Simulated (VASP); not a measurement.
Set up this calculation in VASP 6.6.1, as the native input.

```
Task                   : single point
Functional             : PBE
Potentials or basis    : VASP PAW PBE potentials, release 64 (Zn, Sb, O)
Cutoff                 : 520 eV
k mesh                 : 6 × 6 × 4
Occupations            : gaussian, width 0.1 eV
Spin                   : no spin polarisation
Dipole correction      : no
Further INCAR settings : ALGO = Normal; EDIFF = 1e-06; NBANDS = 18
```

The structure of ZnSbO lies in POSCAR:

```
ZnSbO
1.0
    3.2695786031      0.0000000026      0.0000000000
   -1.6347893038      2.8315381287      0.0000000000
    0.0000000000      0.0000000000      7.3973798382
Zn Sb O
1 1 1
Direct
    0.0000000000      0.0000000000      0.0000000000
    0.6666666667      0.3333333333      0.5000000000
    0.3333333333      0.6666666667      0.0000000000
```

The cell was generated, and may not be a known phase.

One way to write it, as run:

INCAR

```
SYSTEM = ZnSbO
PREC     = Accurate       ! precision mode
ENCUT    = 520            ! plane-wave cutoff, eV
EDIFF    = 1E-6           ! SCF threshold, eV
ISMEAR   = 0              ! smearing method
SIGMA    = 0.1            ! smearing width, eV
LREAL    = .FALSE.        ! projectors in reciprocal space
LASPH    = .TRUE.         ! aspherical terms in the spheres
NELM     = 60             ! most SCF steps
ALGO     = Normal         ! electronic algorithm
ISIF     = 2              ! what is computed and relaxed
LWAVE    = .FALSE.        ! write WAVECAR
LCHARG   = .TRUE.         ! write CHGCAR
GGA      = PE             ! functional
LELF     = .TRUE.         ! ELF
LVHAR    = .TRUE.       
NBANDS   = 18             ! bands
```

KPOINTS

```
regular mesh
0
G
  6 6 4
  0 0 0
```

Potentials or basis: VASP PAW PBE potentials, release 64 (Zn, Sb, O).

Command:

```bash
$ cat potpaw_PBE.64/Zn/POTCAR potpaw_PBE.64/Sb/POTCAR potpaw_PBE.64/O/POTCAR > POTCAR
$ mpirun -np 1 vasp_std > vasp.out
```

It gave:

```json
{
  "Pressure": "0.4 GPa",
  "Band gap on the k mesh": "zero (an odd number of electrons rules out a gap without spin polarisation)"
}
```

Caveat: the k points lie up to 0.37 Å⁻¹ apart, too coarse for converged energies and pressures of a metal; spin-orbit coupling is left out, which moves the levels of the heavy elements; an odd number of electrons without spin polarisation forces a metal; a magnetic or distorted state may lie lower.

Wall time 14 s on 1 thread of Intel(R) Xeon(R) 6975P-C (Granite Rapids), on a shared host, peak memory 0.19 GiB.
